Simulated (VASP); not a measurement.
# Y (Im-3m) in VASP: further runs, part 2 of 2

VASP 6.6.1.

### 3 Single point, LDA (28.79 Å³/atom)

This run uses another cell than the first one, of 28.79 Å³/atom.

Input file INCAR:

```
PREC = Accurate
ENCUT = 520
EDIFF = 1E-7
ISMEAR = -1
SIGMA = 0.1
LREAL = False
LASPH = True
NELM = 80
ALGO = Normal
ISIF = 2
LWAVE = False
LCHARG = False
GGA = CA
NBANDS = 12
```

Input file KPOINTS:

```
regular mesh
0
Gamma
  13 13 13
```

Input file POSCAR:

```
Y
1.0
   -1.9307450085      1.9307450085      1.9307450085
    1.9307450085     -1.9307450085      1.9307450085
    1.9307450085      1.9307450085     -1.9307450085
Y
1
Direct
    0.0000000000      0.0000000000      0.0000000000
```

Potentials or basis: VASP PAW LDA potentials, release 64 (Y_sv).

The run is started by

```console
$ cat potpaw_LDA.64/Y_sv/POTCAR > POTCAR
$ mpirun -np 1 vasp_std > vasp.out
```

Wall time 24 s (1 thread of Intel Xeon Platinum 8259CL at 2.50GHz (Skylake/Cascade Lake), shared host); peak memory 0.17 GiB.

The run converged. Its results:

```
Free energy            : -6.8486 eV
Pressure               : 1.7 GPa
Band gap on the k mesh : zero (an odd number of electrons rules out a gap without spin polarisation)
```

Levels at points of the mesh, in eV from the Fermi level:
| k point | band 1 | band 2 | band 3 | band 4 | band 5 | band 6 | band 7 | band 8 | band 9 | band 10 |
| --- | --- | --- | --- | --- | --- | --- | --- | --- | --- | --- |
| (0.00, 0.00, 0.00) | -42.29 | -21.98 | -21.98 | -21.98 | -4.97 | 1.75 | 1.75 | 1.75 | 4.00 | 4.00 |

### 4 Single point, LDA (29.99 Å³/atom)

This run uses another cell than the first one, of 29.99 Å³/atom.

INCAR, as its differences from that of step 3:

```diff
@@ -2,3 +2,3 @@
 ENCUT = 520
-EDIFF = 1E-7
+EDIFF = 1E-6
 ISMEAR = -1
@@ -7,3 +7,3 @@
 LASPH = True
-NELM = 80
+NELM = 60
 ALGO = Normal
```

Input file KPOINTS:

```
Automatic mesh
0
Gamma
  13 13 13
```

Input file POSCAR:

```
Y
1.0
   -1.9571968573      1.9571968573      1.9571968573
    1.9571968573     -1.9571968573      1.9571968573
    1.9571968573      1.9571968573     -1.9571968573
Y
1
Direct
    0.0000000000      0.0000000000      0.0000000000
```

The run is started by

```console
$ cat potpaw_LDA.64/Y_sv/POTCAR > POTCAR
$ mpirun -np 1 vasp_std > vasp.out
```

Wall time 23 s (1 thread of Intel Xeon Platinum 8259CL at 2.50GHz (Skylake/Cascade Lake), shared host); peak memory 0.18 GiB.

The run converged. Its results:

- Free energy: -6.8546 eV
- Pressure: -0.1 GPa
- Band gap on the k mesh: zero (an odd number of electrons rules out a gap without spin polarisation)

Levels at points of the mesh, in eV from the Fermi level:
```csv
k point,band 3,band 4,band 5,band 6,band 7,band 8
"(0.00, 0.00, 0.00)",-22.12,-22.12,-4.93,1.70,1.70,1.70
```

### 5 Single point, LDA (31.19 Å³/atom)

This run uses another cell than the first one, of 31.19 Å³/atom.

Input file INCAR:

```
ALGO = Normal
EDIFF = 1E-7
ENCUT = 520
GGA = CA
ISIF = 2
ISMEAR = -1
LASPH = True
LCHARG = False
LREAL = False
LWAVE = False
NBANDS = 12
NELM = 60
PREC = Accurate
SIGMA = 0.1
```

Input file KPOINTS:

```
k-points
0
Gamma
  13 13 13
```

Input file POSCAR:

```
Y
1.0
   -1.9829524011      1.9829524011      1.9829524011
    1.9829524011     -1.9829524011      1.9829524011
    1.9829524011      1.9829524011     -1.9829524011
Y
1
Direct
    0.0000000000      0.0000000000      0.0000000000
```

The run is started by

```console
$ cat potpaw_LDA.64/Y_sv/POTCAR > POTCAR
$ mpirun -np 1 vasp_std > vasp.out
```

It took 26 s on 1 thread of Intel Xeon Platinum 8259CL at 2.50GHz (Skylake/Cascade Lake), shared host; peak memory 0.17 GiB.

The run converged. Its results:

* Free energy: -6.8477 eV
* Pressure: -1.7 GPa
* Band gap on the k mesh: zero (an odd number of electrons rules out a gap without spin polarisation)

Levels at points of the mesh, in eV from the Fermi level:
```tsv
k point	band 3	band 4	band 5	band 6	band 7	band 8
(0.00, 0.00, 0.00)	-22.25	-22.25	-4.87	1.65	1.65	1.65
```

### 6 Single point, LDA (32.39 Å³/atom)

This run uses another cell than the first one, of 32.39 Å³/atom.

Input file INCAR:

```
SYSTEM = Y
ALGO = Normal ; EDIFF = 1E-6
ENCUT = 520 ; ISIF = 2
ISMEAR = -1 ; LASPH = .True.
LCHARG = .True. ; LELF = .True.
LREAL = .False. ; LVHAR = .True.
LWAVE = .False. ; NBANDS = 12
NELM = 80 ; PREC = Accurate
SIGMA = 0.1
```

Input file KPOINTS:

```
k-points
0
Gamma
  13 13 13
  0 0 0
```

Input file POSCAR:

```
Y
1.0
   -2.0080557293      2.0080557293      2.0080557293
    2.0080557293     -2.0080557293      2.0080557293
    2.0080557293      2.0080557293     -2.0080557293
Y
1
Direct
    0.0000000000      0.0000000000      0.0000000000
```

Potentials or basis: VASP PAW LDA potentials, release 64 (Y_sv).

The run is started by

```console
$ cat potpaw_LDA.64/Y_sv/POTCAR > POTCAR
$ mpirun -np 1 vasp_std > vasp.out
```

OUTCAR:

```text
SYSTEM = Y
   EDIFF = 1E-6
   ENCUT = 520
   ISIF = 2
   ISMEAR = -1
   LASPH = .True.
   LREAL = .False.
   NELM = 80
   PREC = Accurate

 ion  position               nearest neighbor table
   1  0.000  0.000  0.000-

  LATTYP: Found a body centered cubic cell.
 ALAT       =     4.0161114586

  Lattice vectors:

 A1 = (  -2.0080557293,   2.0080557293,   2.0080557293)
 A2 = (   2.0080557293,  -2.0080557293,   2.0080557293)
[... 538 lines left out ...]
     11      12.8827      0.00000
     12      13.0166      0.00000

 [... further k-points ...]

------------------------ aborting loop because EDIFF is reached ----------------------------------------

  FORCE on cell =-STRESS in cart. coord.  units (eV):
  Direction    XX          YY          ZZ          XY          YZ          ZX
  --------------------------------------------------------------------------------------
  -------------------------------------------------------------------------------------
  Total       -0.6163634     -0.6163634     -0.6163634      0.0000000      0.0000000     -0.0000000
  in kB      -30.4901912    -30.4901912    -30.4901912      0.0000000      0.0000000     -0.0000000
  external PRESSURE =     -30.4901912 kB  Pullay stress =       0.0000000 kB

 VOLUME and BASIS-vectors are now :
 -----------------------------------------------------------------------------
  energy-cutoff  :      520.00
  volume of cell :       32.39
      direct lattice vectors                 reciprocal lattice vectors
    -2.008055729  2.008055729  2.008055729     0.000000000  0.248997073  0.248997073
     2.008055729 -2.008055729  2.008055729     0.248997073  0.000000000  0.248997073
     2.008055729  2.008055729 -2.008055729     0.248997073  0.248997073  0.000000000

 POSITION                                       TOTAL-FORCE (eV/Angst)
 -----------------------------------------------------------------------------------
      0.00000      0.00000      0.00000         0.000000     -0.000000      0.000000
 -----------------------------------------------------------------------------------
    total drift:                               -0.000000     -0.000000     -0.000000

  FREE ENERGIE OF THE ION-ELECTRON SYSTEM (eV)
  ---------------------------------------------------
  free  energy   TOTEN  =        -6.8300138933 eV

  energy  without entropy=       -6.7487262781  energy(sigma->0) =       -6.78937009
```

stdout:

```text
POSCAR found type information on POSCAR Y
 POSCAR found :  1 types and       1 ions
 scaLAPACK will be used
 LDA part: xc-table for (Slater(with rela. corr.)+CA(PZ))
 , standard interpolation
 POSCAR, INCAR and KPOINTS ok, starting setup
 FFT: planning ... GRIDC
 FFT: planning ... GRID_SOFT
 FFT: planning ... GRID
 WAVECAR not read
 entering main loop
```

It took 24 s on 1 thread of Intel Xeon Platinum 8259CL at 2.50GHz (Skylake/Cascade Lake), shared host; peak memory 0.18 GiB.

Results:

```yaml
Free_energy: -6.8300 eV
Pressure: -3.0 GPa
Band_gap_on_the_k_mesh: zero (an odd number of electrons rules out a gap without spin polarisation)
```

Caveat: the cell stands under tension.

### 7 Overview

```csv
cell,gap on the mesh (eV),pressure (GPa)
"a = 3.297 Å, angles 109.5°, 1 atom",none,3.9
"a = 3.344 Å, angles 109.5°, 1 atom",none,1.7
"a = 3.390 Å, angles 109.5°, 1 atom",none,-0.1
"a = 3.435 Å, angles 109.5°, 1 atom",none,-1.7
"a = 3.478 Å, angles 109.5°, 1 atom",none,-3.0
```

Alike in all rows: task single point; level LDA; potentials or basis VASP PAW LDA potentials, release 64 (Y_sv); no spin polarisation; k mesh 13 × 13 × 13; cutoff (eV) 520; smearing fermi-dirac 0.1 eV.

Caveats: the cell stands under pressure (at least some runs); the cell stands under tension (at least some runs).

Absolute energies hang on the potentials; compare differences alone.
